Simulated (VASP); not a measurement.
# BaTiO3 (Amm2) in VASP: a series of runs, part 3 of 3

VASP 6.6.1. Earlier steps stand in the parts before.

### Step 4. Electric field gradients, PBE (12.35 Å³/atom)

This run uses another cell than the first one, of 12.35 Å³/atom.

File INCAR:

```
ALGO = Normal ; EDIFF = 1E-8
ENCUT = 1000 ; GGA = PE
GGA_COMPAT = False ; ISIF = 2
ISMEAR = -1 ; LASPH = True
LCHARG = False ; LEFG = True
LREAL = False ; LWAVE = False
NBANDS = 28 ; NELM = 120
PREC = Accurate ; SIGMA = 0.05
```

File KPOINTS:

```
k-points
0
Gamma
  8 8 8
```

File POSCAR:

```
BaTiO3
1.0
    3.9302542101      0.0000000000      0.0000000000
    0.0000000000      2.7987067862      2.8073385284
    0.0000000000     -2.7987067862      2.8073385284
Ba Ti O
1 1 3
Direct
    0.0000000000      0.0000000000      0.0000000000
    0.5000000000      0.5079000000      0.5079000000
    0.0000000000      0.4921000000      0.4921000000
    0.5000000000      0.5025100000      0.9937100000
    0.5000000000      0.9937100000      0.5025100000
```

Potentials or basis: VASP PAW PBE potentials, release 64 (Ba_sv, Ti_sv, O_h).

Launch:

```console
> cat potpaw_PBE.64/Ba_sv/POTCAR potpaw_PBE.64/Ti_sv/POTCAR potpaw_PBE.64/O_h/POTCAR > POTCAR
> mpirun -np 1 vasp_std > vasp.out
```

OUTCAR:

```text
EDIFF = 1E-8
   ENCUT = 1000
   GGA = PE
   ISIF = 2
   ISMEAR = -1
   LASPH = True
   LREAL = False
   NELM = 120
   PREC = Accurate

 ion  position               nearest neighbor table
   1  0.000  0.000  0.000-   3 2.76   4 2.78   5 2.78   4 2.78   5 2.78   4 2.80   5 2.80   5 2.80
                             4 2.80   3 2.80   3 2.80   3 2.85   2 3.39   2 3.39   2 3.42   2 3.42
   2  0.500  0.508  0.508-   4 1.93   5 1.93   3 1.97   3 1.97   5 2.04   4 2.04   1 3.39   1 3.39
                             1 3.42   1 3.42   1 3.42   1 3.42   1 3.46   1 3.46
   3  0.000  0.492  0.492-   2 1.97   2 1.97   1 2.76   1 2.80   1 2.80   1 2.85
   4  0.500  0.503  0.994-   2 1.93   2 2.04   1 2.78   1 2.78   1 2.80   1 2.80
   5  0.500  0.994  0.503-   2 1.93   2 2.04   1 2.78   1 2.78   1 2.80   1 2.80

  LATTYP: Found a base centered orthorhombic cell.
 ALAT       =     5.5974135724
 B/A-ratio  =     1.0030841895
 C/A-ratio  =     0.7021554079

  Lattice vectors:

 A1 = (   0.0000000000,   2.7987067862,  -2.8073385284)
 A2 = (   0.0000000000,   2.7987067862,   2.8073385284)
 A3 = (   3.9302542101,   0.0000000000,   0.0000000000)

Analysis of symmetry for initial positions (statically):
=====================================================================
 Subroutine PRICEL returns:
 Original cell was already a primitive cell.

 Routine SETGRP: Setting up the symmetry group for a
 base centered orthorhombic supercell.

 Subroutine GETGRP returns: Found  4 space group operations
 (whereof  4 operations were pure point group operations)
 out of a pool of  8 trial point group operations.

The static configuration has the point symmetry C_2v.

Analysis of symmetry for dynamics (positions and initial velocities):
=====================================================================
 Subroutine PRICEL returns:
 Original cell was already a primitive cell.

 Routine SETGRP: Setting up the symmetry group for a
 base centered orthorhombic supercell.

 Subroutine GETGRP returns: Found  4 space group operations
 (whereof  4 operations were pure point group operations)
 out of a pool of  8 trial point group operations.

The dynamic configuration has the point symmetry C_2v.

 Subroutine INISYM returns: Found  4 space group operations
 (whereof  4 operations are pure point group operations),
 and found     1 'primitive' translations

----------------------------------------------------------------------------------------

                                     Primitive cell

  volume of cell :      61.7594

  direct lattice vectors                    reciprocal lattice vectors
     3.930254210  0.000000000  0.000000000     0.254436468  0.000000000  0.000000000
     0.000000000  2.798706786  2.807338528     0.000000000  0.178653942  0.178104634
     0.000000000 -2.798706786  2.807338528     0.000000000 -0.178653942  0.178104634

  length of vectors
     3.930254210  3.964077356  3.964077356     0.254436468  0.252266707  0.252266707

  position of ions in fractional coordinates (direct lattice)
     0.000000000  0.000000000  0.000000000
     0.500000000  0.507900000  0.507900000
[... 104 lines left out ...]
  volume/ion in A,a.u.               =      12.35        83.35
  Fermi-wavevector in a.u.,A,eV,Ry     =   1.416426  2.676657 27.296860  2.006263
  Thomas-Fermi vector in A             =   2.537762
   LORBIT       =      0    0 simple, 1 ext, 2 COOP (PROOUT), +10 PAW based schemes
   GGA     = PE    functional components
   LHFCALC =     F    Hartree Fock is set to
   AEXX    =    0.0000 exact exchange contribution
   IVDW    =     0    specifies the selected vdW correction
   LEPSILON=     F    determine dielectric tensor
   LRPA    =     F    only Hartree local field effects (RPA)
 non-spin polarized calculation
  energy-cutoff  :     1000.00
  volume of cell :       61.76
 maximum number of plane-waves:      4476
 NGX is ok and might be reduce to    42
   NGX = 21   NGY = 21   NGZ = 21

 number of electron      40.0000001 magnetization

 Free energy of the ion-electron system (eV)
  ---------------------------------------------------
  ext. energy  EPLUGINS =         0.00000000
  ---------------------------------------------------
  free energy    TOTEN  =       -39.87858442 eV

  energy without entropy =      -39.87858442  energy(sigma->0) =      -39.87858442

 E-fermi :   5.4557     XC(G=0): -11.4607

 val. band max:        4.4998659166   @ k =   0.5000   0.5000   0.5000
 cond. band min:       6.3775923813   @ k =   0.0000   0.0000   0.0000
 fundamental gap:      1.8777264646
 Fermi energy:         5.4557063492

 k-point     1 :       0.0000    0.0000    0.0000
  band No.  band energies     occupation
      1     -51.9370      2.00000
      2     -28.1783      2.00000
      3     -28.1757      2.00000
      4     -28.1721      2.00000
      5     -20.2347      2.00000
      6     -12.4752      2.00000
[... 733 lines left out ...]
     27      12.7705      0.00000
     28      14.3909      0.00000

 [... further k-points ...]

------------------------ aborting loop because EDIFF is reached ----------------------------------------

  FORCE on cell =-STRESS in cart. coord.  units (eV):
  Direction    XX          YY          ZZ          XY          YZ          ZX
  --------------------------------------------------------------------------------------
  -------------------------------------------------------------------------------------
  Total        4.8394568      4.4932521      4.2009264      0.0000000      0.0000000      0.0000000
  in kB      125.5464332    116.5651006    108.9815114      0.0000000      0.0000000      0.0000000
  external PRESSURE =     117.0310151 kB  Pullay stress =       0.0000000 kB

 VOLUME and BASIS-vectors are now :
 -----------------------------------------------------------------------------
  energy-cutoff  :     1000.00
  volume of cell :       61.76
      direct lattice vectors                 reciprocal lattice vectors
     3.930254210  0.000000000  0.000000000     0.254436468  0.000000000  0.000000000
     0.000000000  2.798706786  2.807338528     0.000000000  0.178653942  0.178104634
     0.000000000 -2.798706786  2.807338528     0.000000000 -0.178653942  0.178104634

 POSITION                                       TOTAL-FORCE (eV/Angst)
 -----------------------------------------------------------------------------------
      0.00000      0.00000      0.00000         0.000000      0.000000      0.088650
      1.96513      0.00000      2.85169         0.000000      0.000000      0.046303
      0.00000      0.00000      2.76298         0.000000      0.000000      0.082203
      1.96513     -1.37472      4.20040         0.000000     -0.100722     -0.108578
      1.96513      1.37472      4.20040         0.000000      0.100722     -0.108578
 -----------------------------------------------------------------------------------
    total drift:                                0.000000     -0.000001      0.002140

  FREE ENERGIE OF THE ION-ELECTRON SYSTEM (eV)
  ---------------------------------------------------
  free  energy   TOTEN  =       -39.8785844181 eV

  energy  without entropy=      -39.8785844177  energy(sigma->0) =      -39.87858442

 Electric field gradients (V/A^2)
---------------------------------------------------------------------
 ion       V_xx      V_yy      V_zz      V_xy      V_xz      V_yz
---------------------------------------------------------------------
   1       0.678    -1.462     0.784    -0.000    -0.000    -0.000
   2      -6.285     3.348     2.937     0.000    -0.000     0.000
   3      20.781    -9.958   -10.823     0.000    -0.000     0.000
   4     -11.444     5.214     6.230     0.000     0.000   -15.714
   5     -11.444     5.214     6.230    -0.000     0.000    15.714
---------------------------------------------------------------------

 Electric field gradients after diagonalization (V/A^2)
 (convention: |V_zz| > |V_xx| > |V_yy|)
----------------------------------------------------------------------
 ion       V_xx      V_yy      V_zz     asymmetry (V_yy - V_xx)/ V_zz
----------------------------------------------------------------------
   1       0.784     0.678    -1.462       0.073
   2       3.348     2.937    -6.285       0.065
   3     -10.823    -9.958    20.781       0.042
   4     -11.444   -10.001    21.444       0.067
   5     -11.444   -10.001    21.444       0.067
----------------------------------------------------------------------

           NMR quadrupolar parameters

 Cq : quadrupolar parameter    Cq=e*Q*V_zz/h
 eta: asymmetry parameters     (V_yy - V_xx)/ V_zz
 Q  : nuclear electric quadrupole moment in mb (millibarn)
----------------------------------------------------------------------
 ion       Cq(MHz)       eta       Q (mb)
----------------------------------------------------------------------
   1      -0.004       0.073       1.000
   2      -0.015       0.065       1.000
   3       0.050       0.042       1.000
   4       0.052       0.067       1.000
   5       0.052       0.067       1.000
----------------------------------------------------------------------
```

stdout:

```text
POSCAR found type information on POSCAR BaTiO
 POSCAR found :  3 types and       5 ions
 scaLAPACK will be used
 LDA part: xc-table for (Slater+PW92), standard interpolation
 POSCAR, INCAR and KPOINTS ok, starting setup
 FFT: planning ... GRIDC
 FFT: planning ... GRID_SOFT
 FFT: planning ... GRID
 WAVECAR not read
 entering main loop
ion   1

ion   2

ion   3

ion   4

ion   5
```

It took 7.3 min on 1 thread of AMD EPYC 7R13 (Zen 3), shared host; peak memory 0.58 GiB.

What came out:

```yaml
Free_energy: -39.8786 eV
Pressure: 11.7 GPa
Largest_force: 0.148 eV/Å
Band_gap_on_the_k_mesh: 1.88 eV (least direct gap 2.01 eV)
Largest_electric_field_gradient_by_atom: Ba -1.5; Ti -6.3; O +20.8, +21.4 (each value once) V/Å²
```

Forces in eV/Å, atoms in the order of the input:
```
Ba   0.000  0.000  0.089
Ti   0.000  0.000  0.046
O    0.000  0.000  0.082
O    0.000 -0.101 -0.109
O    0.000  0.101 -0.109
```

Electric field gradients, principal values (V/Å²):
```
atom    least   middle  greatest (by size)
1 Ba    0.678    0.784              -1.462
2 Ti    2.937    3.348              -6.285
 3 O   -9.958  -10.823              20.781
 4 O  -10.001  -11.444              21.444
 5 O  -10.001  -11.444              21.444
```

Caveat: the cell stands under pressure; without QUAD_EFG the Cq values of the log hold for a quadrupole moment of 1 mb, not for the nuclei; spin-orbit coupling is left out, which moves the levels of the heavy elements.

### Step 5. Electric field gradients, PBE (13.12 Å³/atom)

This run uses another cell than the first one, of 13.12 Å³/atom.

File INCAR:

```
SYSTEM = BaTiO3
PREC = Accurate
ENCUT = 1000
EDIFF = 1E-8
ISMEAR = -1
SIGMA = 0.05
LREAL = .False.
LASPH = .True.
NELM = 120
ALGO = Normal
ISIF = 2
LWAVE = .False.
LCHARG = .False.
GGA = PE
LEFG = .True.
NBANDS = 28
GGA_COMPAT = .False.
```

File KPOINTS:

```
Automatic mesh
0
Gamma
  8 8 8
  0 0 0
```

POSCAR, as its differences from that of step 4:

```diff
@@ -2,5 +2,5 @@
 1.0
-    3.9302542101      0.0000000000      0.0000000000
-    0.0000000000      2.7987067862      2.8073385284
-    0.0000000000     -2.7987067862      2.8073385284
+    4.0104855372      0.0000000000      0.0000000000
+    0.0000000000      2.8558389582      2.8646469069
+    0.0000000000     -2.8558389582      2.8646469069
 Ba Ti O
```

Potentials or basis: VASP PAW PBE potentials, release 64 (Ba_sv, Ti_sv, O_h).

Launch:

```console
> cat potpaw_PBE.64/Ba_sv/POTCAR potpaw_PBE.64/Ti_sv/POTCAR potpaw_PBE.64/O_h/POTCAR > POTCAR
> mpirun -np 1 vasp_std > vasp.out
```

OUTCAR:

```text
SYSTEM = BaTiO3
   PREC = Accurate
   ENCUT = 1000
   EDIFF = 1E-8
   ISMEAR = -1
   LREAL = .False.
   LASPH = .True.
   NELM = 120
   ISIF = 2
   GGA = PE

 ion  position               nearest neighbor table
   1  0.000  0.000  0.000-   3 2.82   4 2.84   5 2.84   4 2.84   5 2.84   4 2.86   5 2.86   5 2.86
                             4 2.86   3 2.86   3 2.86   3 2.91   2 3.46   2 3.46   2 3.49   2 3.49
   2  0.500  0.508  0.508-   4 1.97   5 1.97   3 2.01   3 2.01   5 2.08   4 2.08   1 3.46   1 3.46
                             1 3.49   1 3.49   1 3.49   1 3.49   1 3.53   1 3.53
   3  0.000  0.492  0.492-   2 2.01   2 2.01   1 2.82   1 2.86   1 2.86   1 2.91
   4  0.500  0.503  0.994-   2 1.97   2 2.08   1 2.84   1 2.84   1 2.86   1 2.86
   5  0.500  0.994  0.503-   2 1.97   2 2.08   1 2.84   1 2.84   1 2.86   1 2.86

  LATTYP: Found a base centered orthorhombic cell.
 ALAT       =     5.7116779164
 B/A-ratio  =     1.0030841896
 C/A-ratio  =     0.7021554079

  Lattice vectors:

 A1 = (   0.0000000000,   2.8558389582,  -2.8646469069)
 A2 = (   0.0000000000,   2.8558389582,   2.8646469069)
 A3 = (   4.0104855372,   0.0000000000,   0.0000000000)

Analysis of symmetry for initial positions (statically):
=====================================================================
 Subroutine PRICEL returns:
 Original cell was already a primitive cell.

 Routine SETGRP: Setting up the symmetry group for a
 base centered orthorhombic supercell.

 Subroutine GETGRP returns: Found  4 space group operations
 (whereof  4 operations were pure point group operations)
 out of a pool of  8 trial point group operations.

The static configuration has the point symmetry C_2v.

[... 924 lines left out ...]
  -------------------------------------------------------------------------------------
  Total        0.4332011      0.1838395     -0.1024389      0.0000000      0.0000000      0.0000000
  in kB       10.5771421      4.4886688     -2.5011726      0.0000000      0.0000000      0.0000000
  external PRESSURE =       4.1882128 kB  Pullay stress =       0.0000000 kB

 VOLUME and BASIS-vectors are now :
 -----------------------------------------------------------------------------
  energy-cutoff  :     1000.00
  volume of cell :       65.62
      direct lattice vectors                 reciprocal lattice vectors
     4.010485537  0.000000000  0.000000000     0.249346367  0.000000000  0.000000000
     0.000000000  2.855838958  2.864646907     0.000000000  0.175079900  0.174541581
     0.000000000 -2.855838958  2.864646907     0.000000000 -0.175079900  0.174541581

 POSITION                                       TOTAL-FORCE (eV/Angst)
 -----------------------------------------------------------------------------------
      0.00000      0.00000      0.00000         0.000000     -0.000000      0.084603
      2.00524      0.00000      2.90991         0.000000     -0.000000      0.254379
      0.00000      0.00000      2.81939         0.000000     -0.000000      0.104118
      2.00524     -1.40279      4.28614         0.000000      0.048009     -0.221550
      2.00524      1.40279      4.28614         0.000000     -0.048009     -0.221550
 -----------------------------------------------------------------------------------
    total drift:                                0.000000     -0.000001      0.000630

  FREE ENERGIE OF THE ION-ELECTRON SYSTEM (eV)
  ---------------------------------------------------
  free  energy   TOTEN  =       -40.0173854789 eV

  energy  without entropy=      -40.0173854773  energy(sigma->0) =      -40.01738548

 Electric field gradients (V/A^2)
---------------------------------------------------------------------
 ion       V_xx      V_yy      V_zz      V_xy      V_xz      V_yz
---------------------------------------------------------------------
   1       0.679    -1.287     0.609     0.000    -0.000     0.000
   2      -5.716     2.999     2.716     0.000    -0.000     0.000
   3      26.044   -12.594   -13.450     0.000     0.000    -0.000
   4     -14.037     6.527     7.510     0.000     0.000   -19.615
   5     -14.037     6.527     7.510    -0.000     0.000    19.615
---------------------------------------------------------------------

 Electric field gradients after diagonalization (V/A^2)
 (convention: |V_zz| > |V_xx| > |V_yy|)
----------------------------------------------------------------------
 ion       V_xx      V_yy      V_zz     asymmetry (V_yy - V_xx)/ V_zz
----------------------------------------------------------------------
   1       0.679     0.609    -1.287       0.054
   2       2.999     2.716    -5.716       0.049
   3     -13.450   -12.594    26.044       0.033
   4     -14.037   -12.603    26.640       0.054
   5     -14.037   -12.603    26.640       0.054
----------------------------------------------------------------------

           NMR quadrupolar parameters

 Cq : quadrupolar parameter    Cq=e*Q*V_zz/h
 eta: asymmetry parameters     (V_yy - V_xx)/ V_zz
 Q  : nuclear electric quadrupole moment in mb (millibarn)
----------------------------------------------------------------------
 ion       Cq(MHz)       eta       Q (mb)
----------------------------------------------------------------------
   1      -0.003       0.054       1.000
   2      -0.014       0.049       1.000
   3       0.063       0.033       1.000
   4       0.064       0.054       1.000
   5       0.064       0.054       1.000
----------------------------------------------------------------------
```

It took 10 min on 1 thread of Intel Xeon Platinum 8375C at 2.90GHz (Ice Lake), shared host; peak memory 0.63 GiB.

Results:

```yaml
Free_energy: -40.0174 eV
Pressure: 0.4 GPa
Largest_force: 0.254 eV/Å
Band_gap_on_the_k_mesh: 1.76 eV (least direct gap 1.95 eV)
Largest_electric_field_gradient_by_atom: Ba -1.3; Ti -5.7; O +26.0, +26.6 (each value once) V/Å²
```

Forces on the atoms (eV/Å):
```
Ba   0.000  0.000  0.085
Ti   0.000  0.000  0.254
O    0.000  0.000  0.104
O    0.000  0.048 -0.222
O    0.000 -0.048 -0.222
```

Stress tensor (GPa, compression positive):
```
 1.06  0.00  0.00
 0.00  0.45  0.00
 0.00  0.00 -0.25
```

Electric field gradients, principal values (V/Å²):
| atom | least | middle | greatest (by size) |
| --- | --- | --- | --- |
| 1 Ba | 0.609 | 0.679 | -1.287 |
| 2 Ti | 2.716 | 2.999 | -5.716 |
| 3 O | -12.594 | -13.450 | 26.044 |
| 4 O | -12.603 | -14.037 | 26.640 |
| 5 O | -12.603 | -14.037 | 26.640 |

Caveat: without QUAD_EFG the Cq values of the log hold for a quadrupole moment of 1 mb, not for the nuclei; spin-orbit coupling is left out, which moves the levels of the heavy elements. A k mesh can miss the band edges.

### Step 6. Overview

| potentials or basis | cell | cutoff (eV) | gap on the mesh (eV) | pressure (GPa) | largest force (eV/Å) |
| --- | --- | --- | --- | --- | --- |
| VASP PAW PBE potentials, release 64 (Ba_sv, Ti_sv, O_h) | a = 3.903, b = 3.936, c = 3.936 Å, angles 89.8, 90.0, 90.0°, 5 atoms | 1000 | 1.92 | 16.3 | 0.17 |
| VASP PAW PBE potentials, release 64 (Ba_sv, Ti_sv, O) | a = 3.984, b = 4.039, c = 4.039 Å, angles 89.3, 90.0, 90.0°, 5 atoms | 520 | 1.75 | 2.0 | 0.24 |
| VASP PAW PBE potentials, release 64 (Ba_sv, Ti_sv, O_h) | a = 3.930, b = 3.964, c = 3.964 Å, angles 89.8, 90.0, 90.0°, 5 atoms | 1000 | 1.88 | 11.7 | 0.15 |
| VASP PAW PBE potentials, release 64 (Ba_sv, Ti_sv, O_h) | a = 4.010, b = 4.045, c = 4.045 Å, angles 89.8, 90.0, 90.0°, 5 atoms | 1000 | 1.76 | 0.4 | 0.25 |

Alike in all rows: task electric field gradients; level PBE; no spin polarisation; k mesh 8 × 8 × 8; smearing fermi-dirac 0.05 eV.

Caveats: spin-orbit coupling is left out, which moves the levels of the heavy elements; the cell stands under pressure (at least some runs).

Absolute energies hang on the potentials; compare differences alone.
